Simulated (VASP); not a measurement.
# H15NO6 in VASP: notebook, part 2 of 2

VASP 6.6.1. The steps go on from the part before.

## (3) Single point, PBE+D3(BJ)

File INCAR:

```
  ALGO = Normal
  EDIFF = 1E-6
  ENCUT = 520
  GGA = PE
  ISIF = 2
  ISMEAR = -1
  IVDW = 12
  LASPH = T
  LCHARG = F
  LREAL = Auto
  LWAVE = F
  NBANDS = 45
  NELM = 100
  PREC = Accurate
  SIGMA = 0.02
```

File KPOINTS:

```
k-points
0
Gamma
  1 1 1
```

File POSCAR:

```
H15NO6
1.0
    6.2222230000      0.0000000000      0.0000000000
    0.0000000000      6.2222230000      0.0000000000
    0.0000000000      0.0000000000      6.2222230000
O H N
6 15 1
Direct
    0.2004910464      0.7088945542      0.6918266992
    0.4499356580      0.0607982067      0.6747427728
    0.8476231083      0.4514142293      0.4809535113
    0.2575767535      0.3416142430      0.3850553090
    0.5140606500      0.4713910125      0.9700552359
    0.8726784623      0.8369998954      0.9105266719
    0.0415767805      0.7091356256      0.6562767037
    0.2692928235      0.6339856350      0.5777195706
    0.4173749478      0.1661464078      0.5408517181
    0.3461945996     -0.0576321357      0.6940284847
    0.7696766895      0.5982427824      0.4277731608
    0.8054356136      0.3923678081      0.6025820675
    0.2318946139      0.3310874586      0.2248714005
    0.1153606999      0.2967267486      0.4610731567
    0.5725927856      0.3070124616      0.9782034492
    0.5366088615      0.4897124388      0.8044552566
    0.8127320413      0.7161106248      0.8426731090
    0.8130695412      0.9640766652      0.8486838225
    0.4731427980      0.7677159755      0.3111428183
    0.6164517087      0.9527141666      0.4385088738
    0.6983516984      0.8519141792      0.2073053312
    0.6262231360      0.8095498988      0.3537160272
```

Potentials or basis: VASP PAW PBE potentials, release 64 (O, H, N).

Run with:

```bash
$ cat potpaw_PBE.64/O/POTCAR potpaw_PBE.64/H/POTCAR potpaw_PBE.64/N/POTCAR > POTCAR
$ mpirun -np 1 vasp_gam > vasp.out
```

OUTCAR:

```text
EDIFF = 1E-6
   ENCUT = 520
   GGA = PE
   ISIF = 2
   ISMEAR = -1
   IVDW = 12
   LASPH = T
   LREAL = Auto
   NELM = 100
   PREC = Accurate
 IVDW          = 12

 ion  position               nearest neighbor table
   1  0.200  0.709  0.692-   8 0.95   7 1.01
   2  0.450  0.061  0.675-  10 0.99   9 1.08
   3  0.848  0.451  0.481-  12 0.88  11 1.09
   4  0.258  0.342  0.385-  13 1.01  14 1.04
   5  0.514  0.471  0.970-  16 1.05  15 1.09
   6  0.873  0.837  0.911-  17 0.94  18 0.95
   7  0.042  0.709  0.656-   1 1.01
   8  0.269  0.634  0.578-   1 0.95
   9  0.417  0.166  0.541-   2 1.08
  10  0.346  0.942  0.694-   2 0.99
  11  0.770  0.598  0.428-   3 1.09
  12  0.805  0.392  0.603-   3 0.88
  13  0.232  0.331  0.225-   4 1.01
  14  0.115  0.297  0.461-   4 1.04
  15  0.573  0.307  0.978-   5 1.09
  16  0.537  0.490  0.804-   5 1.05
  17  0.813  0.716  0.843-   6 0.94
  18  0.813  0.964  0.849-   6 0.95
  19  0.473  0.768  0.311-  22 1.02
  20  0.616  0.953  0.439-  22 1.04
  21  0.698  0.852  0.207-  22 1.05
  22  0.626  0.810  0.354-  19 1.02  20 1.04  21 1.05

  LATTYP: Found a simple cubic cell.
 ALAT       =     6.2222230000

  Lattice vectors:

 A1 = (   6.2222230000,   0.0000000000,   0.0000000000)
 A2 = (   0.0000000000,   6.2222230000,   0.0000000000)
 A3 = (   0.0000000000,   0.0000000000,   6.2222230000)

Analysis of symmetry for initial positions (statically):
=====================================================================
 Subroutine PRICEL returns:
 Original cell was already a primitive cell.

 Routine SETGRP: Setting up the symmetry group for a
 simple cubic supercell.

 Subroutine GETGRP returns: Found  1 space group operations
[... 150 lines left out ...]
   IALGO  =     38    algorithm
   IMIX   =      4    mixing-type and parameters
     AMIX     =   0.40;   BMIX     =  1.00
     AMIX_MAG =   1.60;   BMIX_MAG =  1.00
  volume/ion in A,a.u.               =      10.95        73.89
  Fermi-wavevector in a.u.,A,eV,Ry     =   1.006604  1.902206 13.786122  1.013251
  Thomas-Fermi vector in A             =   2.139357
   LORBIT       =      0    0 simple, 1 ext, 2 COOP (PROOUT), +10 PAW based schemes
   GGA     = PE    functional components
   LHFCALC =     F    Hartree Fock is set to
   AEXX    =    0.0000 exact exchange contribution
   IVDW    =    12    specifies the selected vdW correction
   LEPSILON=     F    determine dielectric tensor
   LRPA    =     F    only Hartree local field effects (RPA)
 non-spin polarized calculation
  energy-cutoff  :      520.00
  volume of cell :      240.90
 maximum number of plane-waves:      3226
 NGX is ok and might be reduce to    48
   NGX = 23   NGY = 23   NGZ = 23

 number of electron      56.0000002 magnetization

 Free energy of the ion-electron system (eV)
  ---------------------------------------------------
  ext. energy  EPLUGINS =         0.00000000
  ---------------------------------------------------
  free energy    TOTEN  =      -104.99808770 eV

  energy without entropy =     -104.99808770  energy(sigma->0) =     -104.99808770

 E-fermi :  -3.0006     XC(G=0):  -6.4139

 val. band max:       -3.5242040157   @ k =   0.0000   0.0000   0.0000
 cond. band min:       0.1836431472   @ k =   0.0000   0.0000   0.0000
 fundamental gap:      3.7078471629
 Fermi energy:        -3.0005884024

 k-point     1 :       0.0000    0.0000    0.0000
  band No.  band energies     occupation
      1     -22.9329      2.00000
      2     -22.3703      2.00000
      3     -22.0917      2.00000
      4     -21.9576      2.00000
      5     -21.6318      2.00000
      6     -20.9851      2.00000
[... 32 lines left out ...]
     39       6.5297      0.00000
     40       6.7438      0.00000
 [bands above 40 left out]

------------------------ aborting loop because EDIFF is reached ----------------------------------------

 Edisp (eV)   -0.69256

 E8    (eV) :    -0.1422

  FORCE on cell =-STRESS in cart. coord.  units (eV):
  Direction    XX          YY          ZZ          XY          YZ          ZX
  --------------------------------------------------------------------------------------
  -------------------------------------------------------------------------------------
  Total      -0.19412    -4.44073    -1.83605     1.37067     3.15971    -2.17047
  in kB      -1.29108   -29.53439   -12.21121     9.11608    21.01462   -14.43537
  external pressure =      -14.35 kB  Pullay stress =        0.00 kB

 VOLUME and BASIS-vectors are now :
 -----------------------------------------------------------------------------
  energy-cutoff  :      520.00
  volume of cell :      240.90
      direct lattice vectors                 reciprocal lattice vectors
     6.222223000  0.000000000  0.000000000     0.160714266  0.000000000  0.000000000
     0.000000000  6.222223000  0.000000000     0.000000000  0.160714266  0.000000000
     0.000000000  0.000000000  6.222223000     0.000000000  0.000000000  0.160714266

 POSITION                                       TOTAL-FORCE (eV/Angst)
 -----------------------------------------------------------------------------------
      1.24750      4.41090      4.30470        -1.487349      0.723035      0.392993
      2.79960      0.37830      4.19840         0.786882      2.539448     -1.318931
      5.27410      2.80880      2.99260         1.842230      3.332109     -5.669615
      1.60270      2.12560      2.39590        -1.266548     -1.042583     -0.275064
      3.19860      2.93310      6.03590         2.056934     -3.221874     -2.488342
      5.43000      5.20800      5.66550         1.112375      1.025058      1.610426
[... 14 lines left out ...]
      4.34530      5.30080      1.28990        -0.236811     -0.574210      0.577039
      3.89650      5.03720      2.20090         1.005708      0.569301     -1.232949
 -----------------------------------------------------------------------------------
    total drift:                                0.002216     -0.005344     -0.004891

  FREE ENERGIE OF THE ION-ELECTRON SYSTEM (eV)
  ---------------------------------------------------
  free  energy   TOTEN  =      -105.6906501187 eV

  energy  without entropy=     -105.6906501187  energy(sigma->0) =     -105.69065012
```

It took 29 s on 1 thread of Intel Xeon 6975P-C, shared host; peak memory 0.31 GiB.

Results:

```
Free energy                : -105.6907 eV
Pressure                   : -1.4 GPa
Largest force              : 6.829 eV/Å
Band gap on the k mesh     : 3.71 eV
Dispersion energy per atom : -0.031 eV
```

Forces on the atoms (eV/Å):
```
O   -1.487  0.723  0.393
O    0.787  2.539 -1.319
O    1.842  3.332 -5.670
O   -1.267 -1.043 -0.275
O    2.057 -3.222 -2.488
O    1.112  1.025  1.610
H    1.927 -0.094  0.223
H    0.205 -0.949 -1.133
H   -0.397 -1.904  2.200
H   -0.479  0.043 -0.465
H   -0.172 -1.068  0.834
H   -2.416 -2.114  5.207
H    0.170  0.172  1.596
H    1.610  1.136 -1.601
H   -1.366  3.190 -0.025
H   -0.864 -0.127  2.555
H   -1.161 -1.209 -0.578
H   -0.742  0.474 -0.636
H    0.026 -0.069  0.066
H   -0.155 -0.830  0.162
H   -0.237 -0.574  0.577
N    1.006  0.569 -1.233
```

Stress tensor (GPa, compression positive):
```
-0.13  0.91 -1.44
 0.91 -2.95  2.10
-1.44  2.10 -1.22
```

Levels at points of the mesh, in eV from the valence-band top:
```tsv
k point	band 25	band 26	band 27	band 28	band 29	band 30	band 31	band 32
(0.00, 0.00, 0.00)	-0.60	-0.48	-0.37	0.00	3.71	6.87	7.04	7.34
```

Caveat: the k points lie up to 1.01 Å⁻¹ apart.
